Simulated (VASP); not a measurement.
# CuI (F-43m) in VASP: further runs

The runs below take CuI through single point, relaxation of cell and atoms, with r2SCAN.

All numbers are computed with VASP 6.6.1; they aren't measurements. Logs are shortened: lines on timing, memory, paths and dates and some standing lists are left out, and cuts for length are marked.

### 1 The cell of the first run

Symmetry: F-43m, No. 216, cubic system. The conventional cell has a = 6.023 Å, b = 6.023 Å, c = 6.023 Å, α = 90.00°, β = 90.00°, γ = 90.00°. Cu (site symmetry -43m) has 4 I at 2.61 Å within 3.4 Å. I (site symmetry -43m) has 4 Cu at 2.61 Å within 3.4 Å.

### 2 Single point, r2SCAN

Contents of POSCAR:

```
CuI
1.0
    0.0000000000      3.0117341515      3.0117341515
    3.0117341515      0.0000000000      3.0117341515
    3.0117341515      3.0117341515      0.0000000000
Cu I
1 1
Direct
    0.2500000000      0.2500000000      0.2500000000
    0.0000000000      0.0000000000      0.0000000000
```

Contents of INCAR.step1:

```
  PREC = Accurate
  ENCUT = 520
  ISMEAR = 0
  SIGMA = 0.02
  LREAL = F
  LASPH = T
  NELM = 60
  NBANDS = 16
  GGA = PE
  ALGO = Normal
  EDIFF = 1E-4
  LWAVE = T
  LCHARG = F
```

Contents of INCAR.step2:

```
  PREC = Accurate
  ENCUT = 520
  EDIFF = 1E-7
  ISMEAR = 0
  SIGMA = 0.02
  LREAL = F
  LASPH = T
  NELM = 60
  ALGO = Normal
  ISIF = 2
  LWAVE = F
  LCHARG = F
  METAGGA = R2SCAN
  LMIXTAU = T
  NBANDS = 16
  ISTART = 1
```

Contents of KPOINTS:

```
Automatic mesh
0
Gamma
  8 8 8
```

Potentials or basis: VASP PAW PBE potentials, release 64 (Cu, I).

Run with:

```bash
cat potpaw_PBE.64/Cu/POTCAR potpaw_PBE.64/I/POTCAR > POTCAR
cp INCAR.step1 INCAR
mpirun -np 1 vasp_std > vasp.out
cp INCAR.step2 INCAR
mpirun -np 1 vasp_std > vasp.out
```

OUTCAR:

```text
PREC = Accurate
   ENCUT = 520
   EDIFF = 1E-7
   ISMEAR = 0
   LREAL = F
   LASPH = T
   NELM = 60
   ISIF = 2
   METAGGA = R2SCAN
   ISTART = 1

 ion  position               nearest neighbor table
   1  0.250  0.250  0.250-   2 2.61   2 2.61   2 2.61   2 2.61
   2  0.000  0.000  0.000-   1 2.61   1 2.61   1 2.61   1 2.61

  LATTYP: Found a face centered cubic cell.
 ALAT       =     6.0234683030

  Lattice vectors:

 A1 = (   0.0000000000,   3.0117341515,   3.0117341515)
 A2 = (   3.0117341515,   0.0000000000,   3.0117341515)
 A3 = (   3.0117341515,   3.0117341515,   0.0000000000)

Analysis of symmetry for initial positions (statically):
=====================================================================
 Subroutine PRICEL returns:
 Original cell was already a primitive cell.

 Routine SETGRP: Setting up the symmetry group for a
 face centered cubic supercell.

 Subroutine GETGRP returns: Found 24 space group operations
 (whereof 24 operations were pure point group operations)
 out of a pool of 48 trial point group operations.

The static configuration has the point symmetry T_d .

Analysis of symmetry for dynamics (positions and initial velocities):
=====================================================================
 Subroutine PRICEL returns:
 Original cell was already a primitive cell.

 Routine SETGRP: Setting up the symmetry group for a
 face centered cubic supercell.

 Subroutine GETGRP returns: Found 24 space group operations
 (whereof 24 operations were pure point group operations)
 out of a pool of 48 trial point group operations.

The dynamic configuration has the point symmetry T_d .

 Subroutine INISYM returns: Found 24 space group operations
 (whereof 24 operations are pure point group operations),
 and found     1 'primitive' translations

----------------------------------------------------------------------------------------

                                     Primitive cell

  volume of cell :      54.6361

  direct lattice vectors                    reciprocal lattice vectors
     0.000000000  3.011734151  3.011734151    -0.166017309  0.166017309  0.166017309
     3.011734151  0.000000000  3.011734151     0.166017309 -0.166017309  0.166017309
     3.011734151  3.011734151  0.000000000     0.166017309  0.166017309 -0.166017309

  length of vectors
     4.259235283  4.259235283  4.259235283     0.287550415  0.287550415  0.287550415

  position of ions in fractional coordinates (direct lattice)
     0.250000000  0.250000000  0.250000000
     0.000000000  0.000000000  0.000000000

  ion indices of the primitive-cell ions
   primitive index   ion index
                 1           1
                 2           2

----------------------------------------------------------------------------------------

 KPOINTS: Automatic mesh

Automatic generation of k-mesh.
 Grid dimensions read from file:
 generate k-points for:    8    8    8

 Generating k-lattice:

  Cartesian coordinates                     Fractional coordinates (reciprocal lattice)
    -0.020752164  0.020752164  0.020752164     0.125000000  0.000000000  0.000000000
     0.020752164 -0.020752164  0.020752164     0.000000000  0.125000000  0.000000000
     0.020752164  0.020752164 -0.020752164     0.000000000  0.000000000  0.125000000

  Length of vectors
     0.035943802  0.035943802  0.035943802

  Shift w.r.t. Gamma in fractional coordinates (k-lattice)
     0.000000000  0.000000000  0.000000000

 Subroutine IBZKPT returns following result:
 ===========================================

 Found     29 irreducible k-points:

 Following reciprocal coordinates:
            Coordinates               Weight
  0.000000  0.000000  0.000000      1.000000
  0.125000  0.000000  0.000000      8.000000
  0.250000  0.000000  0.000000      8.000000
  0.375000  0.000000  0.000000      8.000000
  0.500000  0.000000  0.000000      4.000000
  0.125000  0.125000  0.000000      6.000000
[... 16 lines left out ...]
  0.500000  0.250000  0.125000     48.000000
 -0.375000  0.250000  0.125000     24.000000
 [... further k-points ...]
   k-points           NKPTS =     29   k-points in BZ     NKDIM =     29   number of bands    NBANDS=     16
   number of dos      NEDOS =    301   number of ions     NIONS =      2
   total plane-waves  NPLWV =  32768
   dimension x,y,z NGX =    32 NGY =   32 NGZ =   32
   dimension x,y,z NGXF=    64 NGYF=   64 NGZF=   64
   ions per type =               1   1
   NGX,Y,Z   is equivalent  to a cutoff of  12.49, 12.49, 12.49 a.u.
   NGXF,Y,Z  is equivalent  to a cutoff of  24.98, 24.98, 24.98 a.u.
 SYSTEM =  unknown system
   PREC   = accura    normal or accurate (medium, high low for compatibility)
   ISTART =      1    job   : 0-new  1-cont  2-samecut
   ICHARG =      0    charge: 1-file 2-atom 10-const
   ISPIN  =      1    spin polarized calculation?
   LNONCOLLINEAR =      F non collinear calculations
   LSORBIT =      F    spin-orbit coupling
[... 22 lines left out ...]
     AMIX     =   0.40;   BMIX     =  1.00
     AMIX_MAG =   1.60;   BMIX_MAG =  1.00
  volume/ion in A,a.u.               =      27.32       184.35
  Fermi-wavevector in a.u.,A,eV,Ry     =   1.130678  2.136672 17.394141  1.278433
  Thomas-Fermi vector in A             =   2.267375
   LORBIT       =      0    0 simple, 1 ext, 2 COOP (PROOUT), +10 PAW based schemes
   METAGGA = R2SCAN    functional components
   LHFCALC =     F    Hartree Fock is set to
   AEXX    =    0.0000 exact exchange contribution
   IVDW    =     0    specifies the selected vdW correction
   LEPSILON=     F    determine dielectric tensor
   LRPA    =     F    only Hartree local field effects (RPA)
 non-spin polarized calculation
 Gauss-broadening in eV      SIGMA  =   0.02
  energy-cutoff  :      520.00
  volume of cell :       54.64
 maximum number of plane-waves:      1480
   NGX = 15   NGY = 15   NGZ = 15

 number of electron      18.0000016 magnetization

 Free energy of the ion-electron system (eV)
  ---------------------------------------------------
  ext. energy  EPLUGINS =         0.00000000
  ---------------------------------------------------
  free energy    TOTEN  =       -35.79549755 eV

  energy without entropy =      -35.79549755  energy(sigma->0) =      -35.79549755

 E-fermi :   4.5775     XC(G=0):  -9.5467

 val. band max:        4.4730276574   @ k =   0.0000   0.0000   0.0000
 cond. band min:       6.1455718723   @ k =   0.0000   0.0000   0.0000
 fundamental gap:      1.6725442149
 Fermi energy:         4.5775462112

 k-point     1 :       0.0000    0.0000    0.0000
  band No.  band energies     occupation
      1     -10.1589      2.00000
      2       0.5828      2.00000
      3       0.5828      2.00000
      4       0.5828      2.00000
      5       2.5560      2.00000
      6       2.5560      2.00000
[... 8 lines left out ...]
     15      14.5043      0.00000
     16      14.5043      0.00000

 k-point     2 :       0.1250    0.0000    0.0000
  band No.  band energies     occupation
      1     -10.0793      2.00000
      2       0.2833      2.00000
      3       0.5884      2.00000
      4       0.5885      2.00000
      5       2.5495      2.00000
      6       2.5495      2.00000
[... 8 lines left out ...]
     15      13.8124      0.00000
     16      13.9405      0.00000

 k-point     3 :       0.2500    0.0000    0.0000
  band No.  band energies     occupation
      1      -9.8749      2.00000
      2      -0.4410      2.00000
      3       0.5990      2.00000
      4       0.5990      2.00000
      5       2.5461      2.00000
      6       2.5462      2.00000
[... 8 lines left out ...]
     15      13.6134      0.00000
     16      13.8265      0.00000

 k-point     4 :       0.3750    0.0000    0.0000
  band No.  band energies     occupation
      1      -9.6495      2.00000
      2      -1.1531      2.00000
      3       0.6046      2.00000
      4       0.6047      2.00000
      5       2.5663      2.00000
      6       2.5664      2.00000
[... 8 lines left out ...]
     15      14.6113      0.00000
     16      14.6113      0.00000
[... 324 lines left out ...]
 k-point    22 :       0.3750    0.2500    0.1250
  band No.  band energies     occupation
      1      -9.7158      2.00000
      2      -0.6432      2.00000
      3       0.3477      2.00000
      4       0.5804      2.00000
      5       2.4814      2.00000
      6       2.5956      2.00000
[... 8 lines left out ...]
     15      15.3163      0.00000
     16      16.4376      0.00000

 k-point    23 :       0.5000    0.2500    0.1250
  band No.  band energies     occupation
      1      -9.5283      2.00000
      2      -1.0054      2.00000
      3       0.1132      2.00000
      4       0.5633      2.00000
      5       2.5041      2.00000
      6       2.5689      2.00000
[... 8 lines left out ...]
     15      15.7491      0.00000
     16      16.5213      0.00000

 k-point    24 :      -0.3750    0.2500    0.1250
  band No.  band energies     occupation
      1      -9.4457      2.00000
      2      -1.1624      2.00000
      3       0.0133      2.00000
      4       0.5483      2.00000
      5       2.4796      2.00000
      6       2.5655      2.00000
[... 8 lines left out ...]
     15      15.7509      0.00000
     16      16.4403      0.00000

 [... further k-points ...]
[... 5 lines left out ...]
  --------------------------------------------------------------------------------------
  -------------------------------------------------------------------------------------
  Total       -0.0152139     -0.0152139     -0.0152139      0.0000000     -0.0000000      0.0000000
  in kB       -0.4461415     -0.4461415     -0.4461415      0.0000000     -0.0000000      0.0000000
  external PRESSURE =      -0.4461415 kB  Pullay stress =       0.0000000 kB

 VOLUME and BASIS-vectors are now :
 -----------------------------------------------------------------------------
  energy-cutoff  :      520.00
  volume of cell :       54.64
      direct lattice vectors                 reciprocal lattice vectors
     0.000000000  3.011734151  3.011734151    -0.166017309  0.166017309  0.166017309
     3.011734151  0.000000000  3.011734151     0.166017309 -0.166017309  0.166017309
     3.011734151  3.011734151  0.000000000     0.166017309  0.166017309 -0.166017309

 POSITION                                       TOTAL-FORCE (eV/Angst)
 -----------------------------------------------------------------------------------
      1.50587      1.50587      1.50587         0.000000      0.000000      0.000000
      0.00000      0.00000      0.00000        -0.000000     -0.000000     -0.000000
 -----------------------------------------------------------------------------------
    total drift:                               -0.000010     -0.000010     -0.000010

  FREE ENERGIE OF THE ION-ELECTRON SYSTEM (eV)
  ---------------------------------------------------
  free  energy   TOTEN  =       -35.7954975490 eV

  energy  without entropy=      -35.7954975490  energy(sigma->0) =      -35.79549755
```

Run time: 58 s. Hardware: 1 thread of Intel Xeon Platinum 8488C (Sapphire Rapids), shared host; peak memory 0.19 GiB.

What came out:

* Free energy: -35.7955 eV
* Pressure: 0.0 GPa
* Band gap on the k mesh: 1.67 eV, direct

Levels at points of the mesh, in eV from the valence-band top:
| k point | band 5 | band 6 | band 7 | band 8 | band 9 | band 10 | band 11 | band 12 | band 13 | band 14 |
| --- | --- | --- | --- | --- | --- | --- | --- | --- | --- | --- |
| (0.00, 0.00, 0.00) | -1.92 | -1.92 | 0.00 | 0.00 | 0.00 | 1.67 | 5.22 | 5.22 | 5.22 | 8.68 |
| (0.50, 0.00, 0.00) | -1.89 | -1.89 | -1.85 | -0.74 | -0.74 | 2.57 | 5.73 | 5.73 | 7.75 | 9.76 |
| (0.50, 0.50, 0.00) | -1.96 | -1.84 | -1.82 | -1.57 | -1.57 | 2.90 | 3.17 | 9.94 | 10.51 | 10.51 |

Caveat: the PAW data sets were made with another functional, which shifts forces and pressure a little; spin-orbit coupling is left out, which moves the levels of the heavy elements. r2SCAN opens gaps a little over a GGA but as a rule still falls short of measured ones.

### 3 Single point, r2SCAN (volume scaled by 1.03)

Contents of POSCAR:

```
CuI
1.0
    0.0000000000      3.0415552410      3.0415552410
    3.0415552410      0.0000000000      3.0415552410
    3.0415552410      3.0415552410      0.0000000000
Cu I
1 1
Direct
    0.2500000000      0.2500000000      0.2500000000
    0.0000000000      0.0000000000      0.0000000000
```

Contents of INCAR.step1:

```
PREC = Accurate ; ENCUT = 520
ISMEAR = 0 ; SIGMA = 0.02
LREAL = F ; LASPH = T
NELM = 60 ; NBANDS = 16
GGA = PE ; ALGO = Normal
EDIFF = 1E-4 ; LWAVE = T
LCHARG = F
```

Contents of INCAR.step2:

```
PREC = Accurate ; ENCUT = 520
EDIFF = 1E-7 ; ISMEAR = 0
SIGMA = 0.02 ; LREAL = F
LASPH = T ; NELM = 60
ALGO = Normal ; ISIF = 2
LWAVE = F ; LCHARG = T
METAGGA = R2SCAN ; LMIXTAU = T
LELF = T ; LVHAR = T
NBANDS = 16 ; ISTART = 1
```

Contents of KPOINTS:

```
regular mesh
0
Gamma
  8 8 8
```

Potentials or basis: VASP PAW PBE potentials, release 64 (Cu, I).

Run with:

```bash
cat potpaw_PBE.64/Cu/POTCAR potpaw_PBE.64/I/POTCAR > POTCAR
cp INCAR.step1 INCAR
mpirun -np 1 vasp_std > vasp.out
cp INCAR.step2 INCAR
mpirun -np 1 vasp_std > vasp.out
```

Wall time 65 s (1 thread of Intel Xeon Platinum 8488C (Sapphire Rapids), shared host); peak memory 0.2 GiB.

Results (log left out):

```yaml
Free_energy: -35.7892 eV
Pressure: -1.2 GPa
Band_gap_on_the_k_mesh: 1.59 eV, direct
```

Levels at points of the mesh, in eV from the valence-band top:
```csv
k point,band 7,band 8,band 9,band 10,band 11,band 12
"(0.00, 0.00, 0.00)",0.00,0.00,0.00,1.59,5.26,5.26
"(0.50, 0.00, 0.00)",-1.73,-0.70,-0.69,2.54,5.75,5.75
"(0.50, 0.50, 0.00)",-1.70,-1.46,-1.46,2.96,3.19,9.72
```

Caveat: the cell differs from its parent crystal (volume scaled by 1.03); the PAW data sets were made with another functional, which shifts forces and pressure a little; spin-orbit coupling is left out, which moves the levels of the heavy elements.

### 4 Single point, r2SCAN (volume scaled by 1.06)

Contents of POSCAR:

```
CuI
1.0
    0.0000000000      3.0708027586      3.0708027586
    3.0708027586      0.0000000000      3.0708027586
    3.0708027586      3.0708027586      0.0000000000
Cu I
1 1
Direct
    0.2500000000      0.2500000000      0.2500000000
    0.0000000000      0.0000000000      0.0000000000
```

Contents of INCAR.step1:

```
PREC     = Accurate       # precision mode
ENCUT    = 520            # plane-wave cutoff, eV
ISMEAR   = 0              # smearing method
SIGMA    = 0.02           # smearing width, eV
LREAL    = F              # projectors in reciprocal space
LASPH    = T              # aspherical terms in the spheres
NELM     = 100            # most SCF steps
NBANDS   = 16             # bands
GGA      = PE             # functional
ALGO     = Normal         # electronic algorithm
EDIFF    = 1E-4           # SCF threshold, eV
LWAVE    = T              # write WAVECAR
LCHARG   = F              # write CHGCAR
```

Contents of INCAR.step2:

```
PREC     = Accurate       # precision mode
ENCUT    = 520            # plane-wave cutoff, eV
EDIFF    = 1E-6           # SCF threshold, eV
ISMEAR   = 0              # smearing method
SIGMA    = 0.02           # smearing width, eV
LREAL    = F              # projectors in reciprocal space
LASPH    = T              # aspherical terms in the spheres
NELM     = 100            # most SCF steps
ALGO     = Normal         # electronic algorithm
ISIF     = 2              # what is computed and relaxed
LWAVE    = F              # write WAVECAR
LCHARG   = F              # write CHGCAR
METAGGA  = R2SCAN         # meta-GGA
LMIXTAU  = T            
NBANDS   = 16             # bands
ISTART   = 1
```

KPOINTS is that of step 3.

Run with:

```bash
cat potpaw_PBE.64/Cu/POTCAR potpaw_PBE.64/I/POTCAR > POTCAR
cp INCAR.step1 INCAR
mpirun -np 1 vasp_std > vasp.out
cp INCAR.step2 INCAR
mpirun -np 1 vasp_std > vasp.out
```

Wall time 42 s (1 thread of Intel Xeon Platinum 8488C (Sapphire Rapids), shared host); peak memory 0.2 GiB.

It converged, with:

* Free energy: -35.7716 eV
* Pressure: -2.3 GPa
* Band gap on the k mesh: 1.51 eV, direct

Levels at points of the mesh, in eV from the valence-band top:
```csv
k point,band 7,band 8,band 9,band 10,band 11,band 12
"(0.00, 0.00, 0.00)",0.00,0.00,0.00,1.51,5.29,5.29
"(0.50, 0.00, 0.00)",-1.62,-0.65,-0.65,2.52,5.77,5.77
"(0.50, 0.50, 0.00)",-1.59,-1.37,-1.37,3.01,3.20,9.51
```

Caveat: the cell differs from its parent crystal (volume scaled by 1.06); the PAW data sets were made with another functional, which shifts forces and pressure a little; spin-orbit coupling is left out, which moves the levels of the heavy elements.

### 5 Relaxation of cell and atoms, r2SCAN

This run uses another cell than the first one, of 27.86 Å³/atom, 1.020 times its volume.

Contents of POSCAR:

```
CuI
1.0
    0.0000000000      3.0315000000      3.0315000000
    3.0315000000      0.0000000000      3.0315000000
    3.0315000000      3.0315000000      0.0000000000
Cu I
1 1
Direct
    0.2500000000      0.2500000000      0.2500000000
    0.0000000000      0.0000000000      0.0000000000
```

Contents of INCAR.step1:

```
SYSTEM = CuI
PREC = Accurate ; ENCUT = 600
ISMEAR = 0 ; SIGMA = 0.02
LREAL = .FALSE. ; LASPH = .TRUE.
NELM = 100 ; GGA = PE
ALGO = Normal ; EDIFF = 1E-4
LWAVE = .TRUE. ; LCHARG = .FALSE.
```

Contents of INCAR.step2:

```
SYSTEM = CuI
PREC = Accurate ; ENCUT = 600
EDIFF = 1E-6 ; ISMEAR = 0
SIGMA = 0.02 ; LREAL = .FALSE.
LASPH = .TRUE. ; NELM = 100
ALGO = Normal ; ISIF = 3
LWAVE = .FALSE. ; LCHARG = .FALSE.
METAGGA = R2SCAN ; LMIXTAU = .TRUE.
IBRION = 2 ; NSW = 100
EDIFFG = -0.005 ; ISTART = 1
```

Contents of KPOINTS:

```
regular mesh
0
G
  8 8 8
  0 0 0
```

Run with:

```bash
cat potpaw_PBE.64/Cu/POTCAR potpaw_PBE.64/I/POTCAR > POTCAR
cp INCAR.step1 INCAR
mpirun -np 1 vasp_std > vasp.out
cp INCAR.step2 INCAR
mpirun -np 1 vasp_std > vasp.out
```

Wall time 2.4 min (1 thread of Intel Xeon Platinum 8488C (Sapphire Rapids), shared host); peak memory 0.24 GiB.

Results (log left out):

```
Free energy                            : -35.7972 eV
Relaxed volume                         : 27.28 Å³/atom
Relaxed cell                           : a = 4.257 Å, b = 4.257 Å, c = 4.257 Å, α = 60.00°, β = 60.00°, γ = 60.00°
Space group after relaxing (to 0.05 Å) : F-43m (No. 216)
Energy gained by relaxing              : 1.5 meV/atom
Ionic steps                            : 3
Pressure after relaxing                : 0.0 GPa
Band gap on the k mesh                 : 1.68 eV, direct
```

Step by step:
| step | energy change (eV) | largest force (eV/Å) | pressure (GPa) | volume (Å³) |
| --- | --- | --- | --- | --- |
| 1 | 0.0000 | 0.0000 | -0.90 | 55.72 |
| 2 | -0.0030 | 0.0000 | 0.05 | 54.47 |
| 3 | -0.0031 | 0.0000 | -0.03 | 54.55 |

Final structure:
```
Cu I
1.0
     0.00000    3.01023    3.01023
     3.01023    0.00000    3.01023
     3.01023    3.01023    0.00000
Cu I
1 1
Direct
  0.25000 0.25000 0.25000
  0.00000 0.00000 0.00000
```

Levels at points of the mesh, in eV from the valence-band top:
```
           k point  band 5  band 6  band 7  band 8  band 9  band 10  band 11  band 12  band 13
(0.00, 0.00, 0.00)   -1.92   -1.92    0.00    0.00    0.00     1.68     5.22     5.22     5.22
(0.50, 0.00, 0.00)   -1.89   -1.89   -1.86   -0.75   -0.75     2.57     5.73     5.73     7.76
(0.50, 0.50, 0.00)   -1.96   -1.84   -1.83   -1.57   -1.57     2.90     3.17     9.95    10.52
```

Caveat: the PAW data sets were made with another functional, which shifts forces and pressure a little; spin-orbit coupling is left out, which moves the levels of the heavy elements.

### 6 Overview

```csv
task,cell,cutoff (eV),gap on the mesh (eV),pressure (GPa)
single point,"a = 4.259 Å, angles 60.0°, 2 atoms",520,1.67,0.0
single point,"a = 4.301 Å, angles 60.0°, 2 atoms",520,1.59,-1.2
single point,"a = 4.343 Å, angles 60.0°, 2 atoms",520,1.51,-2.3
relaxation of cell and atoms,"relaxed from a = 4.287 Å, angles 60.0°, 2 atoms",600,1.68,0.0
```

Alike in all rows: level r2SCAN; potentials or basis VASP PAW PBE potentials, release 64 (Cu, I); no spin polarisation; k mesh 8 × 8 × 8; smearing gaussian 0.02 eV.

Caveats: the PAW data sets were made with another functional, which shifts forces and pressure a little; spin-orbit coupling is left out, which moves the levels of the heavy elements.

Absolute energies hang on the potentials; compare differences alone.
